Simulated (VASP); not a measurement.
Wanted: the native input for a VASP 6.6.1 run.

```
Task                   : relaxation of cell and atoms
Functional             : PBE
Potentials or basis    : VASP PAW PBE potentials, release 64 (Al, N)
Cutoff                 : 600 eV
k mesh                 : 12 × 16 × 12
Occupations            : gaussian, width 0.1 eV
Spin                   : no spin polarisation
Dipole correction      : no
Further INCAR settings : ALGO = Normal; EDIFF = 1e-07; IBRION = 2; EDIFFG = -0.01; NSW = 100; ISIF = 3
```

The structure of AlN lies in POSCAR:

```
AlN
1.0
    3.8870976250      0.0000000000      0.0000000000
    0.0000000000      2.9765059456      0.0000000000
   -0.8167381371      0.0000000000      4.0908028719
Al N
2 2
Direct
    0.0611914143      0.0000000000      0.1573712701
    0.7242486719      0.5000000000      0.5855184915
    0.0694305460      0.0000000000      0.6931087546
    0.4012093878      0.0000000000      0.5640014838
```

The input as run:

INCAR

```
SYSTEM = AlN
PREC     = Accurate       ! precision mode
ENCUT    = 600            ! plane-wave cutoff, eV
EDIFF    = 1E-7           ! SCF threshold, eV
ISMEAR   = 0              ! smearing method
SIGMA    = 0.1            ! smearing width, eV
LREAL    = .False.        ! projectors in reciprocal space
LASPH    = .True.         ! aspherical terms in the spheres
NELM     = 100            ! most SCF steps
ALGO     = Normal         ! electronic algorithm
ISIF     = 3              ! what is computed and relaxed
LWAVE    = .False.        ! write WAVECAR
LCHARG   = .False.        ! write CHGCAR
GGA      = PE             ! functional
IBRION   = 2              ! ionic algorithm
NSW      = 100            ! ionic steps
EDIFFG   = -0.01          ! ionic threshold
```

KPOINTS

```
regular mesh
0
Gamma
  12 16 12
  0 0 0
```

Potentials or basis: VASP PAW PBE potentials, release 64 (Al, N).

Run with:

```bash
$ cat potpaw_PBE.64/Al/POTCAR potpaw_PBE.64/N/POTCAR > POTCAR
$ mpirun -np 1 vasp_std > vasp.out
```

It gave:

```
Relaxed volume                         : 11.81 Å³/atom
Relaxed cell                           : a = 3.885 Å, b = 2.974 Å, c = 4.175 Å, α = 90.00°, β = 101.65°, γ = 90.00°
Space group after relaxing (to 0.05 Å) : Pm (No. 6)
Energy gained by relaxing              : 0.2 meV/atom
Ionic steps                            : 8
Pressure after relaxing                : 0.0 GPa
Largest force after relaxing           : 0.007 eV/Å
Band gap on the k mesh                 : zero (band 8 reaches 7.53 eV, above the bottom of band 9 at 7.33 eV)
```

It took 12 min on 1 thread of Intel(R) Xeon(R) Platinum 8488C (Sapphire Rapids), on a shared host, peak memory 0.53 GiB.
